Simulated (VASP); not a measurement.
# H22CO12 in VASP: further runs, part 3 of 3

VASP 6.6.1. The steps go on from the part before.

## Step 6: Single point, PBE+D3(BJ)

The input, INCAR:

```
SYSTEM = H22CO12
PREC     = Accurate       ! precision mode
ENCUT    = 520            ! plane-wave cutoff, eV
EDIFF    = 1E-6           ! SCF threshold, eV
ISMEAR   = -1             ! smearing method
SIGMA    = 0.05           ! smearing width, eV
LREAL    = Auto         
LASPH    = .True.         ! aspherical terms in the spheres
NELM     = 100            ! most SCF steps
ALGO     = Normal         ! electronic algorithm
ISIF     = 2              ! what is computed and relaxed
LWAVE    = .False.        ! write WAVECAR
LCHARG   = .True.         ! write CHGCAR
GGA      = PE             ! functional
IVDW     = 12             ! dispersion correction
LELF     = .True.         ! ELF
LVHAR    = .True.       
NBANDS   = 72             ! bands
```

The input, KPOINTS:

```
Automatic mesh
0
Gamma
  1 1 1
  0 0 0
```

The input, POSCAR:

```
H22CO12
1.0
    7.1334920000      0.0000000000      0.0000000000
    0.0000000000      7.1334920000      0.0000000000
    0.0000000000      0.0000000000      7.1334920000
O H C
12 22 1
Direct
    0.5389366106      0.7280866089      0.1098340056
    1.0042627089      0.7840760177      0.7416984557
    0.9911555238      0.2688725241      0.8002812648
    0.1416276909      0.4292568072      0.4557655633
    0.6523312846      0.3491417668      0.1126516999
    0.7975757175      0.6200749927      0.4521348030
    0.4468779106      0.6605180184      0.7163952802
   -0.0639238118      0.9749642952      1.0805367133
    0.2510691818     -0.1187216583      0.3628657606
    0.7657820321      0.1245252676      0.3391326436
    0.5060214548      0.0617930181      0.5778936880
    0.6120284427      0.2818114887      0.7709968694
    0.4369388793      0.7748238871      0.1936919534
    0.4876994325      0.7223390732     -0.0208593491
    1.1101996049      0.8507193952      0.6903911857
    0.9173066992      0.7586046217      0.6341214093
    0.9811323823      0.3894866638      0.8720273325
    0.8537333469      0.2580643533      0.7670016312
    0.2393357980      0.5169557911      0.4768632249
    0.1211608564      0.3550294863      0.5668051496
    0.6121966633      0.4745081371      0.1394688604
    0.5992296620      0.3221704041     -0.0189808862
    0.7637914222      0.6637142090      0.3295020167
    0.9193393642      0.5449084404      0.4447050617
    0.4512095899      0.7871880981      0.6712280605
    0.5573988167      0.5937064204      0.6791204083
   -0.0519240787      1.0950176996      1.0177483903
   -0.0731479057      0.8858634733      0.9757773612
    0.3148528098     -0.0007289557      0.4095750020
    0.1748372326     -0.0774235115      0.2618212791
    0.6975125226      0.2326910859      0.2373311696
    0.8020335622      0.0255134512      0.2488262411
    0.6735551116      0.0801010221      0.4288222374
    0.3466324768      0.1956545266      0.7699875461
    0.4850359403      0.1829959296      0.7056712196
```

Potentials or basis: VASP PAW PBE potentials, release 64 (O, H, C).

Started as:

```bash
> cat potpaw_PBE.64/O/POTCAR potpaw_PBE.64/H/POTCAR potpaw_PBE.64/C/POTCAR > POTCAR
> mpirun -np 1 vasp_gam > vasp.out
```

It used 99 s of CPU time on 1 thread of AMD EPYC 7R13 Processor (Zen 3), on a shared host.

Results (log left out):

```
Free energy                : -177.6658 eV
Pressure                   : 0.9 GPa
Largest force              : 1.893 eV/Å
Band gap on the k mesh     : 4.99 eV
Dispersion energy per atom : -0.036 eV
```

Forces on the atoms (eV/Å):
```
O   -0.462 -0.034 -0.093
O   -0.941 -0.236  0.097
O   -0.790  1.136  0.750
O   -1.150 -0.565 -1.348
O   -0.099 -0.851 -0.656
O    0.869 -0.655  1.035
O   -1.080 -0.477  1.075
O    0.175 -0.660  0.249
O    1.488  0.617  0.993
O    0.262  1.226 -0.830
O   -0.471 -0.300 -0.291
O    1.242  1.176  0.751
H    0.243 -0.160 -0.293
H    0.231 -0.092  0.548
H    0.132  0.065 -0.354
H    0.524  0.098  0.365
H    0.547 -0.846 -0.581
H    0.365 -0.237 -0.234
H    0.903  0.893  0.612
H   -0.067 -0.215  0.873
H   -0.460  1.485  0.561
H    0.625 -0.186  0.242
H   -0.024  0.203 -0.711
H   -0.692  0.490 -0.286
H    0.465  0.725 -0.664
H    0.807 -0.087 -0.491
H    0.307  0.550 -0.543
H    0.136 -0.174 -0.352
H   -0.309 -1.204 -0.071
H   -1.266  0.391 -1.123
H    0.253 -0.043  0.335
H    0.625 -0.564 -0.465
H   -1.097 -0.326  1.314
H   -0.845  0.143  0.188
C   -0.445 -1.288 -0.603
```

Stress tensor (GPa, compression positive):
```
 0.67  0.94 -0.47
 0.94  1.06  0.21
-0.47  0.21  0.85
```

Levels at points of the mesh, in eV from the valence-band top:
```csv
k point,band 45,band 46,band 47,band 48,band 49,band 50,band 51,band 52,band 53,band 54
"(0.00, 0.00, 0.00)",-0.39,-0.35,-0.23,-0.16,0.00,4.99,5.50,7.47,7.83,7.94
```

Caveat: the k points lie up to 0.88 Å⁻¹ apart.

## Step 7: Single point, PBE+D3(BJ)

Changes to INCAR since step 6:

```diff
@@ -12,7 +12,5 @@
 LWAVE    = .False.        ! write WAVECAR
-LCHARG   = .True.         ! write CHGCAR
+LCHARG   = .False.        ! write CHGCAR
 GGA      = PE             ! functional
 IVDW     = 12             ! dispersion correction
-LELF     = .True.         ! ELF
-LVHAR    = .True.       
 NBANDS   = 72             ! bands
```

The input, KPOINTS:

```
regular mesh
0
Gamma
  1 1 1
  0 0 0
```

The input, POSCAR:

```
H22CO12
1.0
    7.1334920000      0.0000000000      0.0000000000
    0.0000000000      7.1334920000      0.0000000000
    0.0000000000      0.0000000000      7.1334920000
O H C
12 22 1
Direct
    0.5348292253      0.7334977035      0.0833953413
    1.0116083399      0.7513711377      0.7893469285
    1.0373601036      0.2664193077      0.7817349483
    0.0911755421      0.4436256465      0.4281493552
    0.6126312331      0.3876782928      0.1223524187
    0.7904964357      0.6627609591      0.4734707770
    0.4611065660      0.6576302321      0.7110682959
   -0.0345833429      0.9998609377      1.0955083429
    0.2327892146     -0.1530526704      0.3545949165
    0.7378714380      0.1633141244      0.3361607471
    0.4926058654      0.0279666677      0.5827300290
    0.6492612594      0.2448310028      0.7652773705
    0.4027760878      0.7671277966      0.1248757271
    0.5257873703      0.7197737097     -0.0576155409
    1.1342971997      0.7444040030      0.7224512202
    0.9269653628      0.7630905032      0.6803680442
    1.0440608891      0.3898931968      0.8396869303
    0.8991949525      0.2441581206      0.7546794754
    0.2026637165      0.5182174453      0.4397005001
    0.0981286584      0.3521837552      0.5272873370
    0.5736180821      0.5284508625      0.1166469381
    0.6150564128      0.3356981405     -0.0058877195
    0.7698053071      0.7255913373      0.3500669798
    0.8870269988      0.5721461523      0.4415228895
    0.4990823569      0.7628241540      0.6359157619
    0.5466186827      0.5651649991      0.6502004909
   -0.0160790816      1.1036390032      1.0085943883
   -0.0433027751      0.8991809341      1.0053561425
    0.3045913558     -0.0606995844      0.4309950863
    0.1449500469     -0.0808439962      0.2756994751
    0.6775223131      0.2732462586      0.2486019470
    0.8149024349      0.0776478056      0.2491486638
    0.6488967815      0.0889045646      0.4204112095
    0.3753561369      0.1761829971      0.8027064445
    0.5041850471      0.1515246670      0.7199419303
```

Started as:

```bash
> cat potpaw_PBE.64/O/POTCAR potpaw_PBE.64/H/POTCAR potpaw_PBE.64/C/POTCAR > POTCAR
> mpirun -np 1 vasp_gam > vasp.out
```

It used 86 s of CPU time on 1 thread of AMD EPYC 7R13 Processor (Zen 3), on a shared host.

Results (log left out):

```
Free energy                : -177.9432 eV
Pressure                   : -1.4 GPa
Largest force              : 2.003 eV/Å
Band gap on the k mesh     : 4.96 eV
Dispersion energy per atom : -0.035 eV
```

Forces in eV/Å, atoms in the order of the input:
```
O   -1.297  0.355 -0.400
O    0.823 -0.003 -0.651
O   -0.710 -0.567  0.052
O   -0.367 -0.057 -0.848
O   -0.295  0.500 -0.049
O   -1.023  1.288 -1.024
O    0.566 -1.441 -0.233
O   -0.126  0.453  0.715
O    0.196  0.317 -0.140
O    0.731 -1.234  0.119
O    0.410  1.582  1.158
O   -0.626 -0.400 -0.007
H    1.289 -0.222  0.055
H   -0.120  0.078  0.462
H   -0.593  0.073  0.735
H   -0.260 -0.198  0.078
H   -0.177  0.188 -0.076
H    0.599  0.364  0.093
H    0.467  0.616 -0.039
H   -0.092 -0.561  0.778
H    0.279 -0.571  0.197
H    0.103  0.016 -0.304
H   -0.121 -0.392  1.002
H    1.019 -0.803  0.067
H   -0.083  1.434 -0.302
H   -0.448  0.101  0.699
H    0.404  0.746 -0.228
H   -0.043 -1.203 -0.672
H   -0.220 -0.321 -0.218
H    0.143 -0.065  0.161
H   -0.401  0.323 -0.246
H   -0.272  0.370  0.302
H   -0.087  0.318  0.113
H   -0.302 -0.027 -0.020
C    0.635 -1.058 -1.330
```

Stress tensor (GPa, compression positive):
```
-1.94 -0.22  0.40
-0.22  0.31 -1.38
 0.40 -1.38 -2.46
```

Levels at points of the mesh, in eV from the valence-band top:
| k point | band 46 | band 47 | band 48 | band 49 | band 50 | band 51 | band 52 | band 53 |
| --- | --- | --- | --- | --- | --- | --- | --- | --- |
| (0.00, 0.00, 0.00) | -0.20 | -0.16 | -0.03 | 0.00 | 4.96 | 5.28 | 7.48 | 7.86 |

Caveat: the k points lie up to 0.88 Å⁻¹ apart.
